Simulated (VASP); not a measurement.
Set up this calculation in VASP 6.6.1, as the native input.

```
Task                   : single point
Functional             : r2SCAN
Potentials or basis    : VASP PAW PBE potentials, release 64 (Rb_sv)
Cutoff                 : 520 eV
k mesh                 : 5 × 5 × 7
Occupations            : fermi-dirac, width 0.1 eV
Spin                   : no spin polarisation
Dipole correction      : no
Further INCAR settings : ALGO = Normal; EDIFF = 1e-06; NBANDS = 20
```

Rb:

```
Rb
1.0
     8.52745    0.00000    0.00000
    -4.26372    7.38498    0.00000
     0.00000    0.00000    5.08171
Rb
3
Cartesian
  4.2637 7.3850 5.0817
  0.0000 4.9233 2.5409
  4.2637 2.4617 2.5409
```

This isn't the form of Rb at room conditions, which is bcc.

The input as run:

POSCAR

```
Rb
1.0
    8.5274452613      0.0000000000      0.0000000000
   -4.2637226307      7.3849842257      0.0000000000
    0.0000000000      0.0000000000      5.0817148689
Rb
3
Direct
    1.0000000000      1.0000000000      1.0000000000
    0.3333333333      0.6666666667      0.5000000000
    0.6666666667      0.3333333333      0.5000000000
```

INCAR.step1

```
PREC = Accurate ; ENCUT = 520
ISMEAR = -1 ; SIGMA = 0.1
LREAL = False ; LASPH = True
NELM = 60 ; NBANDS = 20
GGA = PE ; ALGO = Normal
EDIFF = 1E-4 ; LWAVE = True
LCHARG = False
```

INCAR.step2

```
PREC = Accurate ; ENCUT = 520
EDIFF = 1E-6 ; ISMEAR = -1
SIGMA = 0.1 ; LREAL = False
LASPH = True ; NELM = 60
ALGO = Normal ; ISIF = 2
LWAVE = False ; LCHARG = True
METAGGA = R2SCAN ; LMIXTAU = True
LELF = True ; LVHAR = True
NBANDS = 20 ; ISTART = 1
```

KPOINTS

```
regular mesh
0
Gamma
  5 5 7
```

Potentials or basis: VASP PAW PBE potentials, release 64 (Rb_sv).

The run is started by

```console
$ cat potpaw_PBE.64/Rb_sv/POTCAR > POTCAR
$ cp INCAR.step1 INCAR
$ mpirun -np 1 vasp_std > vasp.out
$ cp INCAR.step2 INCAR
$ mpirun -np 1 vasp_std > vasp.out
```

It gave:

```json
{"Pressure": "-0.2 GPa", "Band gap on the k mesh": "zero (an odd number of electrons rules out a gap without spin polarisation)"}
```

Caveat: the PAW data sets were made with another functional, which shifts forces and pressure a little.

It took 3.9 min on 1 thread of Intel(R) Xeon(R) 6975P-C (Granite Rapids), on a shared host, peak memory 0.47 GiB.
